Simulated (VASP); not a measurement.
# Fe (Fd-3m) in VASP: further runs

Runs on Fe. Level: BLYP. Tasks: single point.

Everything below comes from runs of VASP 6.6.1. Logs are shortened: lines on timing, memory, paths and dates and some standing lists are left out, and cuts for length are marked.

## (1) The cell of the first run

It takes space group Fd-3m (No. 227, cubic). Conventional cell: a = 4.874 Å, b = 4.874 Å, c = 4.874 Å, α = 90.00°, β = 90.00°, γ = 90.00°. Within 2.8 Å of Fe (site symmetry -43m) lie 4 Fe at 2.11 Å.

This isn't the form of Fe at room conditions, which is bcc.

## (2) Single point, BLYP, collinear spin, ferromagnetic start (14.47 Å³/atom)

Contents of INCAR:

```
SYSTEM = Fe
AGGAC    = 1.0          
AGGAX    = 1.0          
ALDAC    = 0.0          
ALDAX    = 1.0          
ALGO     = Normal         ! electronic algorithm
EDIFF    = 1E-7           ! SCF threshold, eV
ENCUT    = 520            ! plane-wave cutoff, eV
GGA      = B5             ! functional
ISIF     = 2              ! what is computed and relaxed
ISMEAR   = -1             ! smearing method
ISPIN    = 2              ! spin polarisation
LASPH    = .True.         ! aspherical terms in the spheres
LCHARG   = .False.        ! write CHGCAR
LMAXMIX  = 4              ! l up to which the mixer works
LORBIT   = 11             ! projections on sites
LREAL    = .False.        ! projectors in reciprocal space
LWAVE    = .False.        ! write WAVECAR
MAGMOM   = 2.5 2.5        ! initial moments
NBANDS   = 19             ! bands
NELM     = 150            ! most SCF steps
PREC     = Accurate       ! precision mode
SIGMA    = 0.05           ! smearing width, eV
```

Contents of KPOINTS:

```
k-points
0
Gamma
  12 12 12
  0 0 0
```

Contents of POSCAR:

```
Fe
1.0
    0.0000000000      2.4370729971      2.4370729971
    2.4370729971      0.0000000000      2.4370729971
    2.4370729971      2.4370729971      0.0000000000
Fe
2
Direct
    0.1250000000      0.1250000000      0.1250000000
    0.8750000000      0.8750000000      0.8750000000
```

Potentials or basis: VASP PAW PBE potentials, release 64 (Fe).

Launch:

```bash
$ cat potpaw_PBE.64/Fe/POTCAR > POTCAR
$ mpirun -np 1 vasp_std > vasp.out
```

OUTCAR:

```text
SYSTEM = Fe
   EDIFF = 1E-7
   ENCUT = 520
   GGA = B5
   ISIF = 2
   ISMEAR = -1
   ISPIN = 2
   LASPH = .True.
   LORBIT = 11
   LREAL = .False.
   NELM = 150
   PREC = Accurate

 ion  position               nearest neighbor table
   1  0.125  0.125  0.125-   2 2.11   2 2.11   2 2.11   2 2.11
   2  0.875  0.875  0.875-   1 2.11   1 2.11   1 2.11   1 2.11

  LATTYP: Found a face centered cubic cell.
 ALAT       =     4.8741459942

  Lattice vectors:

 A1 = (   0.0000000000,   2.4370729971,   2.4370729971)
 A2 = (   2.4370729971,   0.0000000000,   2.4370729971)
 A3 = (   2.4370729971,   2.4370729971,   0.0000000000)

Analysis of symmetry for initial positions (statically):
=====================================================================
 Subroutine PRICEL returns:
 Original cell was already a primitive cell.

 Routine SETGRP: Setting up the symmetry group for a
 face centered cubic supercell.

 Subroutine GETGRP returns: Found 48 space group operations
 (whereof 12 operations were pure point group operations)
 out of a pool of 48 trial point group operations.

The static configuration has the point symmetry D_3d.
 The point group associated with its full space group is O_h .

Analysis of symmetry for dynamics (positions and initial velocities):
=====================================================================
 Subroutine PRICEL returns:
 Original cell was already a primitive cell.

 Routine SETGRP: Setting up the symmetry group for a
 face centered cubic supercell.

 Subroutine GETGRP returns: Found 48 space group operations
 (whereof 12 operations were pure point group operations)
 out of a pool of 48 trial point group operations.

The dynamic configuration has the point symmetry D_3d.
 The point group associated with its full space group is O_h .

Analysis of structural, dynamic, and magnetic symmetry:
=====================================================================
 Subroutine PRICEL returns:
 Original cell was already a primitive cell.

 Routine SETGRP: Setting up the symmetry group for a
 face centered cubic supercell.

 Subroutine GETGRP returns: Found 48 space group operations
 (whereof 12 operations were pure point group operations)
 out of a pool of 48 trial point group operations.

The overall configuration has the point symmetry D_3d.
 The point group associated with its full space group is O_h .

 Subroutine INISYM returns: Found 48 space group operations
 (whereof 12 operations are pure point group operations),
 and found     1 'primitive' translations

----------------------------------------------------------------------------------------

                                     Primitive cell

  volume of cell :      28.9491

  direct lattice vectors                    reciprocal lattice vectors
     0.000000000  2.437072997  2.437072997    -0.205164146  0.205164146  0.205164146
     2.437072997  0.000000000  2.437072997     0.205164146 -0.205164146  0.205164146
     2.437072997  2.437072997  0.000000000     0.205164146  0.205164146 -0.205164146

  length of vectors
     3.446541685  3.446541685  3.446541685     0.355354725  0.355354725  0.355354725

  position of ions in fractional coordinates (direct lattice)
     0.125000000  0.125000000  0.125000000
     0.875000000  0.875000000  0.875000000

  ion indices of the primitive-cell ions
   primitive index   ion index
                 1           1
                 2           2

----------------------------------------------------------------------------------------

 KPOINTS: k-points

Automatic generation of k-mesh.
 Grid dimensions read from file:
 generate k-points for:   12   12   12

 Generating k-lattice:

  Cartesian coordinates                     Fractional coordinates (reciprocal lattice)
    -0.017097012  0.017097012  0.017097012     0.083333333  0.000000000  0.000000000
     0.017097012 -0.017097012  0.017097012     0.000000000  0.083333333  0.000000000
     0.017097012  0.017097012 -0.017097012     0.000000000  0.000000000  0.083333333

  Length of vectors
     0.029612894  0.029612894  0.029612894

  Shift w.r.t. Gamma in fractional coordinates (k-lattice)
     0.000000000  0.000000000  0.000000000

 Subroutine IBZKPT returns following result:
 ===========================================

 Found     72 irreducible k-points:

 Following reciprocal coordinates:
            Coordinates               Weight
  0.000000  0.000000  0.000000      1.000000
  0.083333  0.000000  0.000000      8.000000
  0.166667  0.000000  0.000000      8.000000
  0.250000  0.000000  0.000000      8.000000
  0.333333  0.000000  0.000000      8.000000
  0.416667  0.000000  0.000000      8.000000
[... 16 lines left out ...]
  0.500000  0.166667  0.000000     24.000000
 -0.416667  0.166667  0.000000     24.000000
 [... further k-points ...]
   k-points           NKPTS =     72   k-points in BZ     NKDIM =     72   number of bands    NBANDS=     19
   number of dos      NEDOS =    301   number of ions     NIONS =      2
   total plane-waves  NPLWV =  21952
   dimension x,y,z NGX =    28 NGY =   28 NGZ =   28
   dimension x,y,z NGXF=    56 NGYF=   56 NGZF=   56
   ions per type =               2
   NGX,Y,Z   is equivalent  to a cutoff of  13.51, 13.51, 13.51 a.u.
   NGXF,Y,Z  is equivalent  to a cutoff of  27.01, 27.01, 27.01 a.u.
 SYSTEM =  Fe
   PREC   = accura    normal or accurate (medium, high low for compatibility)
   ISTART =      0    job   : 0-new  1-cont  2-samecut
   ICHARG =      2    charge: 1-file 2-atom 10-const
   ISPIN  =      2    spin polarized calculation?
   LNONCOLLINEAR =      F non collinear calculations
   LSORBIT =      F    spin-orbit coupling
   LASPH  =      T    aspherical Exc in radial PAW
   ENCUT  =  520.0 eV  38.22 Ry    6.18 a.u.   6.41  6.41  6.41*2*pi/ulx,y,z
   NELM   =    150;   NELMIN=  2; NELMDL= -5     # of ELM steps
   EDIFF  = 0.1E-06   stopping-criterion for ELM
   LREAL  =      F    real-space projection
   EDIFFG = 0.1E-05   stopping-criterion for IOM
   NSW    =      0    number of steps for IOM
   IBRION =     -1    ionic relax: 0-MD 1-quasi-New 2-CG
   NFREE  =      0    steps in history (QN), initial steepest desc. (CG)
   ISIF   =      2    stress and relaxation
   ISYM   =      2    0-nonsym 1-usesym 2-fastsym
   POTIM  = 0.5000    time-step for ionic-motion
   TEBEG  =    0.0;   TEEND  =   0.0 temperature during run
   PSTRESS=    0.0 pullay stress
   NELECT =      16.0000    total number of electrons
   NUPDOWN=      -1.0000    fix difference up-down
   EMIN   =  10.00;   EMAX   =-10.00  energy-range for DOS
   EFERMI =   0.00;   METHOD = LEGACY
   ISMEAR =    -1;   SIGMA  =   0.05  broadening in eV -4-tet -1-fermi 0-gaus
   EFERMI_NEDOS =   21; number of points for ismear=-14 and -15
   IALGO  =     38    algorithm
   IMIX   =      4    mixing-type and parameters
     AMIX     =   0.40;   BMIX     =  1.00
     AMIX_MAG =   1.60;   BMIX_MAG =  1.00
  volume/ion in A,a.u.               =      14.47        97.68
  Fermi-wavevector in a.u.,A,eV,Ry     =   1.343496  2.538839 24.558254  1.804981
  Thomas-Fermi vector in A             =   2.471565
   LORBIT       =     11    0 simple, 1 ext, 2 COOP (PROOUT), +10 PAW based schemes
   GGA     = B5    functional components
   LHFCALC =     F    Hartree Fock is set to
   AEXX    =    0.0000 exact exchange contribution
   IVDW    =     0    specifies the selected vdW correction
   LEPSILON=     F    determine dielectric tensor
   LRPA    =     F    only Hartree local field effects (RPA)
 spin polarized calculation
  energy-cutoff  :      520.00
  volume of cell :       28.95
 maximum number of plane-waves:       797
 NGX is ok and might be reduce to    28
   NGX = 13   NGY = 13   NGZ = 13

 number of electron      16.0000007 magnetization       0.0000137

 number of electron      16.0000007 magnetization      -0.0000293

 Free energy of the ion-electron system (eV)
  ---------------------------------------------------
  ext. energy  EPLUGINS =         0.00000000
  ---------------------------------------------------
  free energy    TOTEN  =       -12.52204295 eV

  energy without entropy =      -12.50063190  energy(sigma->0) =      -12.51133743

 E-fermi :   4.0685     XC(G=0): -10.8602

 val. band max:        4.0513323547   @ k =   0.3333   0.0833   0.0000
 cond. band min:       4.0712276597   @ k =   0.4167   0.3333   0.0000
 fundamental gap:      0.0198953051
 Fermi energy:         4.0685243624

 spin component 1

 k-point     1 :       0.0000    0.0000    0.0000
  band No.  band energies     occupation
      1      -2.4289      1.00000
      2       1.3222      1.00000
      3       1.3222      1.00000
      4       1.6387      1.00000
      5       1.6387      1.00000
      6       1.6387      1.00000
[... 11 lines left out ...]
     18      20.3376      0.00000
     19      21.5110      0.00000

 k-point     2 :       0.0833    0.0000    0.0000
  band No.  band energies     occupation
      1      -2.2859      1.00000
      2       1.2471      1.00000
      3       1.2471      1.00000
      4       1.6467      1.00000
      5       1.7515      1.00000
      6       1.7515      1.00000
[... 11 lines left out ...]
     18      21.0671      0.00000
     19      22.1017      0.00000

 k-point     3 :       0.1667    0.0000    0.0000
  band No.  band energies     occupation
      1      -1.8679      1.00000
      2       1.1617      1.00000
      3       1.1617      1.00000
      4       1.6797      1.00000
      5       1.9216      1.00000
      6       1.9216      1.00000
[... 434 lines left out ...]
      1       0.7452      1.00000
      2       0.8653      1.00000
      3       1.4836      1.00000
      4       1.6162      1.00000
      5       1.9577      1.00000
      6       2.2419      1.00000
[... 11 lines left out ...]
     18      23.2297      0.00000
     19      24.4996      0.00000

 k-point    24 :      -0.4167    0.1667    0.0000
  band No.  band energies     occupation
      1       0.7139      1.00000
      2       1.1711      1.00000
      3       1.2741      1.00000
      4       1.5369      1.00000
      5       2.1135      1.00000
      6       2.1482      1.00000
[... 11 lines left out ...]
     18      24.4328      0.00000
     19      25.5111      0.00000

 [... further k-points ...]

 spin component 2

 k-point     1 :       0.0000    0.0000    0.0000
  band No.  band energies     occupation
      1      -2.4289      1.00000
      2       1.3222      1.00000
      3       1.3222      1.00000
      4       1.6387      1.00000
      5       1.6387      1.00000
      6       1.6387      1.00000
[... 11 lines left out ...]
     18      20.3376      0.00000
     19      21.5110      0.00000

 k-point     2 :       0.0833    0.0000    0.0000
  band No.  band energies     occupation
      1      -2.2859      1.00000
      2       1.2471      1.00000
      3       1.2471      1.00000
      4       1.6466      1.00000
      5       1.7515      1.00000
      6       1.7515      1.00000
[... 11 lines left out ...]
     18      21.0671      0.00000
     19      22.1017      0.00000

 k-point     3 :       0.1667    0.0000    0.0000
  band No.  band energies     occupation
      1      -1.8679      1.00000
      2       1.1617      1.00000
      3       1.1617      1.00000
      4       1.6797      1.00000
      5       1.9216      1.00000
      6       1.9216      1.00000
[... 434 lines left out ...]
      1       0.7452      1.00000
      2       0.8653      1.00000
      3       1.4836      1.00000
      4       1.6161      1.00000
      5       1.9577      1.00000
      6       2.2418      1.00000
[... 11 lines left out ...]
     18      23.2297      0.00000
     19      24.4996      0.00000

 k-point    24 :      -0.4167    0.1667    0.0000
  band No.  band energies     occupation
      1       0.7139      1.00000
      2       1.1711      1.00000
      3       1.2741      1.00000
      4       1.5369      1.00000
      5       2.1135      1.00000
      6       2.1482      1.00000
[... 11 lines left out ...]
     18      24.4328      0.00000
     19      25.5113      0.00000

 [... further k-points ...]

------------------------ aborting loop because EDIFF is reached ----------------------------------------

  FORCE on cell =-STRESS in cart. coord.  units (eV):
  Direction    XX          YY          ZZ          XY          YZ          ZX
  --------------------------------------------------------------------------------------
  -------------------------------------------------------------------------------------
  Total        0.9062247      0.9062247      0.9062247      0.0000000      0.0000000     -0.0000000
  in kB       50.1546089     50.1546089     50.1546089      0.0000000      0.0000000     -0.0000000
  external PRESSURE =      50.1546089 kB  Pullay stress =       0.0000000 kB

 VOLUME and BASIS-vectors are now :
 -----------------------------------------------------------------------------
  energy-cutoff  :      520.00
  volume of cell :       28.95
      direct lattice vectors                 reciprocal lattice vectors
     0.000000000  2.437072997  2.437072997    -0.205164146  0.205164146  0.205164146
     2.437072997  0.000000000  2.437072997     0.205164146 -0.205164146  0.205164146
     2.437072997  2.437072997  0.000000000     0.205164146  0.205164146 -0.205164146

 POSITION                                       TOTAL-FORCE (eV/Angst)
 -----------------------------------------------------------------------------------
      0.60927      0.60927      0.60927        -0.000000     -0.000000     -0.000000
      4.26488      4.26488      4.26488         0.000000      0.000000      0.000000
 -----------------------------------------------------------------------------------
    total drift:                                0.000000     -0.000000     -0.000000

  FREE ENERGIE OF THE ION-ELECTRON SYSTEM (eV)
  ---------------------------------------------------
  free  energy   TOTEN  =       -12.5220429531 eV

  energy  without entropy=      -12.5006319034  energy(sigma->0) =      -12.51133743

 total charge

# of ion       s       p       d       tot
------------------------------------------
    1        0.585   0.427   6.503   7.515
    2        0.585   0.427   6.503   7.515
--------------------------------------------------
tot          1.171   0.854  13.006  15.031

 magnetization (x)

# of ion       s       p       d       tot
------------------------------------------
    1        0.000  -0.000  -0.000  -0.000
    2        0.000  -0.000  -0.000  -0.000
--------------------------------------------------
tot          0.000  -0.000  -0.000  -0.000
```

Run time: 50 s. Hardware: 1 thread of Intel Xeon 6975P-C (Granite Rapids), shared host; peak memory 0.2 GiB.

What came out:

```
Free energy                                           : -12.5220 eV
Pressure                                              : 5.0 GPa
Band gap on the k mesh                                : zero (filled and empty bands overlap)
Net moment                                            : 0.00 μB per cell
Valence electrons inside the program's atomic spheres : Fe 7.51
```

Caveat: the cell stands under pressure; the moments typed at the start vanished in this run; the PAW data sets were made with another functional, which shifts forces and pressure a little.

## (3) Single point, BLYP, collinear spin, ferromagnetic start (15.08 Å³/atom)

This run uses another cell than the first one, of 15.08 Å³/atom.

Contents of INCAR:

```
SYSTEM = Fe
  AGGAC = 1.0
  AGGAX = 1.0
  ALDAC = 0.0
  ALDAX = 1.0
  ALGO = Normal
  EDIFF = 1E-6
  ENCUT = 520
  GGA = B5
  ISIF = 2
  ISMEAR = -1
  ISPIN = 2
  LASPH = .TRUE.
  LCHARG = .FALSE.
  LMAXMIX = 4
  LORBIT = 11
  LREAL = .FALSE.
  LWAVE = .FALSE.
  MAGMOM = 2.5 2.5
  NBANDS = 19
  NELM = 150
  PREC = Accurate
  SIGMA = 0.05
```

Contents of KPOINTS:

```
k-points
0
G
  12 12 12
  0 0 0
```

Contents of POSCAR:

```
Fe
1.0
    0.0000000000      2.4704617077      2.4704617077
    2.4704617077      0.0000000000      2.4704617077
    2.4704617077      2.4704617077      0.0000000000
Fe
2
Direct
    0.1250000000      0.1250000000      0.1250000000
    0.8750000000      0.8750000000      0.8750000000
```

Potentials or basis: VASP PAW PBE potentials, release 64 (Fe).

Launch:

```bash
$ cat potpaw_PBE.64/Fe/POTCAR > POTCAR
$ mpirun -np 1 vasp_std > vasp.out
```

Run time: 45 s. Hardware: 1 thread of Intel Xeon 6975P-C (Granite Rapids), shared host; peak memory 0.2 GiB.

Results (log left out):

| Property | Result |
| --- | --- |
| Free energy | -12.5370 eV |
| Pressure | -0.9 GPa |
| Band gap on the k mesh | zero (filled and empty bands overlap) |
| Net moment | 0.00 μB per cell |
| Valence electrons inside the program's atomic spheres | Fe 7.44 |

Levels at points of the mesh, in eV from the Fermi level:
Spin up:
```tsv
k point	band 4	band 5	band 6	band 7	band 8	band 9	band 10	band 11	band 12	band 13
(0.00, 0.00, 0.00)	-2.32	-2.32	-2.32	-0.38	-0.38	-0.38	1.16	1.16	14.00	14.00
(0.50, 0.00, 0.00)	-2.45	-2.34	-2.34	-0.87	0.16	0.16	0.92	0.92	2.35	10.39
(0.50, 0.50, 0.00)	-2.27	-1.34	-1.34	-0.69	-0.69	1.11	1.11	2.69	2.69	5.40
```
Spin down:
| k point | band 6 | band 7 | band 8 | band 9 | band 10 | band 11 |
| --- | --- | --- | --- | --- | --- | --- |
| (0.00, 0.00, 0.00) | -2.32 | -0.38 | -0.38 | -0.38 | 1.16 | 1.16 |
| (0.50, 0.00, 0.00) | -2.34 | -0.87 | 0.16 | 0.16 | 0.92 | 0.92 |
| (0.50, 0.50, 0.00) | -1.34 | -0.69 | -0.69 | 1.11 | 1.11 | 2.69 |

Caveat: the moments typed at the start vanished in this run; the PAW data sets were made with another functional, which shifts forces and pressure a little.
